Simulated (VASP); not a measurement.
**Na3BiH6: relaxation of cell and atoms with PBE**

Na3BiH6:

```
Na Bi H
1.0
    -3.32527    3.32527    3.32527
     3.32527   -3.32527    3.32527
     3.32527    3.32527   -3.32527
Na Bi H
3 1 6
Direct
  0.00000 0.50000 0.50000
  0.50000 0.00000 0.50000
  0.50000 0.50000 0.00000
  0.00000 0.00000 0.00000
  0.00000 0.24920 0.24920
  0.00000 0.75080 0.75080
  0.24920 0.00000 0.24920
  0.75080 0.00000 0.75080
  0.24920 0.24920 0.00000
  0.75080 0.75080 0.00000
```

| Quantity | Value |
| --- | --- |
| Program | VASP 6.6.1 |
| Task | relaxation of cell and atoms |
| Functional | PBE |
| Potentials or basis | VASP PAW PBE potentials, release 64 (Na_pv, Bi_d, H) |
| Cutoff | 600 eV |
| k mesh | 4 × 4 × 4 |
| Occupations | gaussian, width 0.1 eV |
| Spin | no spin polarisation |
| Dipole correction | no |
| Further INCAR settings | ALGO = Normal; EDIFF = 1e-07; IBRION = 2; EDIFFG = -0.04; NSW = 90; ISIF = 3 |

| Property | Result |
| --- | --- |
| Relaxed volume | 27.86 Å³/atom |
| Relaxed cell | a = 7.127 Å, b = 7.127 Å, c = 7.127 Å, α = 109.47°, β = 109.47°, γ = 109.47° |
| Space group after relaxing (to 0.05 Å) | Im-3m (No. 229) |
| Energy gained by relaxing | 704.1 meV/atom |
| Ionic steps | 11 |
| Pressure after relaxing | 0.0 GPa |
| Largest force after relaxing | 0.013 eV/Å |
| Band gap on the k mesh | 1.65 eV, indirect (least direct gap 1.78 eV) |

Forces in eV/Å, atoms in the order of the input:
```
Na   0.000  0.000  0.000
Na   0.000  0.000  0.000
Na   0.000  0.000  0.000
Bi   0.000  0.000  0.000
H   -0.013  0.000  0.000
H    0.013  0.000  0.000
H    0.000 -0.013  0.000
H    0.000  0.013  0.000
H    0.000  0.000 -0.013
H    0.000  0.000  0.013
```

The path:
```
step  energy change (eV)  largest force (eV/Å)  pressure (GPa)  volume (Å³)
   1              0.0000                2.2742           27.07       147.08
   2             -5.7099                0.6045            6.68       206.55
   3             -6.2584                1.0307            3.45       230.56
   4             -6.0567                1.5537           -0.30       284.03
   5             -6.3237                1.3521            1.30       255.13
   6             -6.3319                1.3240            1.51       252.20
   7             -6.8189                0.7198            0.38       268.28
   8             -7.0105                0.2100           -0.48       287.45
   9             -7.0125                0.1692           -0.55       289.35
  10             -7.0355                0.0821           -0.23       283.20
  11             -7.0408                0.0131            0.02       278.64
```

Final structure:
```
Na Bi H
1.0
    -4.11461    4.11461    4.11461
     4.11461   -4.11461    4.11461
     4.11461    4.11461   -4.11461
Na Bi H
3 1 6
Cartesian
  4.1146 0.0000 0.0000
  0.0000 4.1146 0.0000
  0.0000 0.0000 4.1146
  0.0000 0.0000 0.0000
  2.0988 0.0000 0.0000
  6.1305 0.0000 0.0000
  0.0000 2.0988 0.0000
  0.0000 6.1305 0.0000
  0.0000 0.0000 2.0988
  0.0000 0.0000 6.1305
```

Levels at points of the mesh, in eV from the valence-band top:
```tsv
k point	band 18	band 19	band 20	band 21	band 22	band 23	band 24	band 25
(0.00, 0.00, 0.00)	-3.60	-1.56	-1.56	-1.44	3.41	3.41	3.77	3.94
(0.50, 0.00, 0.00)	-3.63	-1.65	-1.24	-0.28	1.65	2.60	2.61	2.90
(0.50, 0.50, 0.50)	-3.67	-1.91	-1.91	-0.13	2.85	2.85	2.85	3.37
```

It took 9.2 min on 1 thread of AMD EPYC 9755 128-Core Processor (shared host), peak memory 0.31 GiB.

Caveat: the volume moved by over 15 % at a fixed basis, so the end points are rough; spin-orbit coupling is left out, which moves the levels of the heavy elements. A hybrid or GW would open this gap; PBE tends to underestimate it.
